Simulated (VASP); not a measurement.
# Ca (Im-3m) in VASP: a series of runs, part 2 of 2

VASP 6.6.1.

**4. Single point, RPBE (volume scaled by 1.08)**

The input, INCAR:

```
SYSTEM = Ca
ALGO = Normal ; EDIFF = 1E-7
ENCUT = 520 ; GGA = RP
ISIF = 2 ; ISMEAR = -1
LASPH = .True. ; LCHARG = .True.
LELF = .True. ; LREAL = .False.
LVHAR = .True. ; LWAVE = .False.
NBANDS = 11 ; NELM = 80
PREC = Accurate ; SIGMA = 0.1
```

The input, KPOINTS:

```
k-points
0
Gamma
  11 11 11
  0 0 0
```

The input, POSCAR:

```
Ca
1.0
   -2.2897343438      2.2897343438      2.2897343438
    2.2897343438     -2.2897343438      2.2897343438
    2.2897343438      2.2897343438     -2.2897343438
Ca
1
Direct
    0.0000000000      0.0000000000      0.0000000000
```

Potentials or basis: VASP PAW PBE potentials, release 64 (Ca_sv).

On the command line:

```sh
> cat potpaw_PBE.64/Ca_sv/POTCAR > POTCAR
> mpirun -np 1 vasp_std > vasp.out
```

OUTCAR:

```text
SYSTEM = Ca
   EDIFF = 1E-7
   ENCUT = 520
   GGA = RP
   ISIF = 2
   ISMEAR = -1
   LASPH = .True.
   LREAL = .False.
   NELM = 80
   PREC = Accurate

 ion  position               nearest neighbor table
   1  0.000  0.000  0.000-

  LATTYP: Found a body centered cubic cell.
 ALAT       =     4.5794686876

  Lattice vectors:

 A1 = (  -2.2897343438,   2.2897343438,   2.2897343438)
 A2 = (   2.2897343438,  -2.2897343438,   2.2897343438)
 A3 = (   2.2897343438,   2.2897343438,  -2.2897343438)

Analysis of symmetry for initial positions (statically):
=====================================================================
 Subroutine PRICEL returns:
 Original cell was already a primitive cell.

 Routine SETGRP: Setting up the symmetry group for a
 body centered cubic supercell.

 Subroutine GETGRP returns: Found 48 space group operations
 (whereof 48 operations were pure point group operations)
 out of a pool of 48 trial point group operations.

The static configuration has the point symmetry O_h .

Analysis of symmetry for dynamics (positions and initial velocities):
=====================================================================
 Subroutine PRICEL returns:
 Original cell was already a primitive cell.

 Routine SETGRP: Setting up the symmetry group for a
 body centered cubic supercell.

 Subroutine GETGRP returns: Found 48 space group operations
 (whereof 48 operations were pure point group operations)
 out of a pool of 48 trial point group operations.

The dynamic configuration has the point symmetry O_h .

 Subroutine INISYM returns: Found 48 space group operations
 (whereof 48 operations are pure point group operations),
 and found     1 'primitive' translations

----------------------------------------------------------------------------------------

                                     Primitive cell

  volume of cell :      48.0192
[... 106 lines left out ...]
     AMIX     =   0.40;   BMIX     =  1.00
     AMIX_MAG =   1.60;   BMIX_MAG =  1.00
  volume/ion in A,a.u.               =      48.02       324.05
  Fermi-wavevector in a.u.,A,eV,Ry     =   0.970368  1.833729 12.811433  0.941614
  Thomas-Fermi vector in A             =   2.100497
   LORBIT       =      0    0 simple, 1 ext, 2 COOP (PROOUT), +10 PAW based schemes
   GGA     = RP    functional components
   LHFCALC =     F    Hartree Fock is set to
   AEXX    =    0.0000 exact exchange contribution
   IVDW    =     0    specifies the selected vdW correction
   LEPSILON=     F    determine dielectric tensor
   LRPA    =     F    only Hartree local field effects (RPA)
 non-spin polarized calculation
  energy-cutoff  :      520.00
  volume of cell :       48.02
 maximum number of plane-waves:      1309
 NGX is ok and might be reduce to    30
   NGX = 15   NGY = 15   NGZ = 15

 number of electron      10.0000000 magnetization

 number of electron       9.9999998 magnetization

 Free energy of the ion-electron system (eV)
  ---------------------------------------------------
  ext. energy  EPLUGINS =         0.00000000
  ---------------------------------------------------
  free energy    TOTEN  =        -1.74149717 eV

  energy without entropy =       -1.69365402  energy(sigma->0) =       -1.71757560

 E-fermi :   1.6023     XC(G=0):  -7.2291

 val. band max:        1.5934916699   @ k =   0.3636   0.2727   0.0000
 cond. band min:       1.6138674627   @ k =  -0.4545  -0.4545   0.1818
 fundamental gap:      0.0203757929
 Fermi energy:         1.6023103968

 k-point     1 :       0.0000    0.0000    0.0000
  band No.  band energies     occupation
      1     -40.8616      2.00000
      2     -21.7293      2.00000
      3     -21.7293      2.00000
      4     -21.7293      2.00000
      5      -2.2000      2.00000
      6       3.7891      0.00000
      7       3.7891      0.00000
      8       3.7891      0.00000
      9       4.7021      0.00000
     10       4.7021      0.00000
     11      11.1445      0.00000
[... 309 lines left out ...]
 k-point    24 :       0.3636    0.1818    0.0909
  band No.  band energies     occupation
      1     -40.8535      2.00000
      2     -21.7982      2.00000
      3     -21.7676      2.00000
      4     -21.7421      2.00000
      5       1.3785      1.80721
      6       1.6160      0.93160
      7       2.4972      0.00026
      8       4.7603      0.00000
      9       4.9409      0.00000
     10       5.6222      0.00000
     11       6.0025      0.00000

 [... further k-points ...]
[... 5 lines left out ...]
  --------------------------------------------------------------------------------------
  -------------------------------------------------------------------------------------
  Total       -0.3248709     -0.3248709     -0.3248709     -0.0000000     -0.0000000     -0.0000000
  in kB      -10.8394228    -10.8394228    -10.8394228     -0.0000000     -0.0000000     -0.0000000
  external PRESSURE =     -10.8394228 kB  Pullay stress =       0.0000000 kB

 VOLUME and BASIS-vectors are now :
 -----------------------------------------------------------------------------
  energy-cutoff  :      520.00
  volume of cell :       48.02
      direct lattice vectors                 reciprocal lattice vectors
    -2.289734344  2.289734344  2.289734344     0.000000000  0.218365943  0.218365943
     2.289734344 -2.289734344  2.289734344     0.218365943  0.000000000  0.218365943
     2.289734344  2.289734344 -2.289734344     0.218365943  0.218365943  0.000000000

 POSITION                                       TOTAL-FORCE (eV/Angst)
 -----------------------------------------------------------------------------------
      0.00000      0.00000      0.00000         0.000000     -0.000000      0.000000
 -----------------------------------------------------------------------------------
    total drift:                               -0.000000     -0.000000      0.000000

  FREE ENERGIE OF THE ION-ELECTRON SYSTEM (eV)
  ---------------------------------------------------
  free  energy   TOTEN  =        -1.7414971750 eV

  energy  without entropy=       -1.6936540231  energy(sigma->0) =       -1.71757560
```

OSZICAR:

```text
N       E                     dE             d eps       ncg     rms          rms(c)
DAV:   1     0.632842456153E+02    0.63284E+02   -0.49438E+03  1232   0.806E+02
DAV:   2    -0.204568109684E+00   -0.63489E+02   -0.62960E+02  1352   0.204E+02
DAV:   3    -0.167374510494E+01   -0.14692E+01   -0.14528E+01  1847   0.300E+01
DAV:   4    -0.173477996421E+01   -0.61035E-01   -0.60792E-01  1624   0.516E+00
DAV:   5    -0.173683373195E+01   -0.20538E-02   -0.20536E-02  1759   0.676E-01    0.238E+00
DAV:   6    -0.173825116067E+01   -0.14174E-02   -0.12731E-02  1537   0.120E+00    0.146E+00
DAV:   7    -0.174193113791E+01   -0.36800E-02   -0.21154E-02  1329   0.164E+00    0.108E-01
DAV:   8    -0.174145780119E+01    0.47334E-03   -0.20421E-03  1566   0.448E-01    0.247E-02
DAV:   9    -0.174149607671E+01   -0.38276E-04   -0.13145E-04  1725   0.897E-02    0.775E-03
DAV:  10    -0.174149800134E+01   -0.19246E-05   -0.98197E-06  1636   0.289E-02    0.972E-04
DAV:  11    -0.174149730643E+01    0.69491E-06   -0.47407E-07  2006   0.467E-03    0.833E-04
DAV:  12    -0.174149720422E+01    0.10221E-06   -0.15101E-08   931   0.127E-03    0.172E-04
DAV:  13    -0.174149717497E+01    0.29257E-07   -0.92769E-09   781   0.707E-04
   1 F= -.17414972E+01 E0= -.17175756E+01  d E =-.478432E-01
```

stdout:

```text
POSCAR found type information on POSCAR Ca
 POSCAR found :  1 types and       1 ions
 scaLAPACK will be used
 -----------------------------------------------------------------------------
|                                                                             |
|                                                                             |
|     You enforced a specific xc type in the INCAR file but a different       |
|     I HOPE YOU KNOW WHAT YOU ARE DOING!                                     |
|                                                                             |
 -----------------------------------------------------------------------------

 LDA part: xc-table for (Slater+PW92), standard interpolation
 POSCAR, INCAR and KPOINTS ok, starting setup
 FFT: planning ... GRIDC
 FFT: planning ... GRID_SOFT
 FFT: planning ... GRID
 WAVECAR not read
 entering main loop
```

Wall time 15 s (1 thread of Intel Xeon 6975P-C (Granite Rapids), shared host); peak memory 0.17 GiB.

Results:

```yaml
Free_energy: -1.7415 eV
Pressure: -1.1 GPa
Band_gap_on_the_k_mesh: zero (band 5 reaches 1.88 eV, above the bottom of band 6 at 1.50 eV)
```

Caveat: the PAW data sets were made with another functional, which shifts forces and pressure a little.

**5. Single point, RPBE (volume scaled by 1.12)**

The input, INCAR:

```
ALGO = Normal
EDIFF = 1E-6
ENCUT = 520
GGA = RP
ISIF = 2
ISMEAR = -1
LASPH = T
LCHARG = F
LREAL = F
LWAVE = F
NBANDS = 11
NELM = 80
PREC = Accurate
SIGMA = 0.1
```

The input, KPOINTS:

```
k-points
0
Gamma
  11 11 11
```

The input, POSCAR:

```
Ca
1.0
   -2.3176606857      2.3176606857      2.3176606857
    2.3176606857     -2.3176606857      2.3176606857
    2.3176606857      2.3176606857     -2.3176606857
Ca
1
Direct
    0.0000000000      0.0000000000      0.0000000000
```

On the command line:

```sh
> cat potpaw_PBE.64/Ca_sv/POTCAR > POTCAR
> mpirun -np 1 vasp_std > vasp.out
```

Run time: 14 s. Hardware: 1 thread of Intel Xeon 6975P-C (Granite Rapids), shared host; peak memory 0.18 GiB.

It converged, with:

| Item | Value |
| --- | --- |
| Free energy | -1.7274 eV |
| Pressure | -1.5 GPa |
| Band gap on the k mesh | zero (band 5 reaches 1.75 eV, above the bottom of band 6 at 1.36 eV) |

Levels at points of the mesh, in eV from the Fermi level:
```csv
k point,band 2,band 3,band 4,band 5,band 6,band 7,band 8,band 9
"(0.00, 0.00, 0.00)",-23.42,-23.42,-23.42,-3.74,2.13,2.13,2.13,3.01
```

Caveat: the PAW data sets were made with another functional, which shifts forces and pressure a little.

**6. Summary**

| cell | gap on the mesh (eV) | pressure (GPa) |
| --- | --- | --- |
| a = 3.704 Å, angles 109.5°, 1 atom | none | 2.5 |
| a = 3.865 Å, angles 109.5°, 1 atom | none | 0.0 |
| a = 3.966 Å, angles 109.5°, 1 atom | none | -1.1 |
| a = 4.014 Å, angles 109.5°, 1 atom | none | -1.5 |

Alike in all rows: task single point; level RPBE; potentials or basis VASP PAW PBE potentials, release 64 (Ca_sv); no spin polarisation; k mesh 11 × 11 × 11; cutoff (eV) 520; smearing fermi-dirac 0.1 eV.

Caveats: the PAW data sets were made with another functional, which shifts forces and pressure a little.

Absolute energies hang on the potentials; compare differences alone.
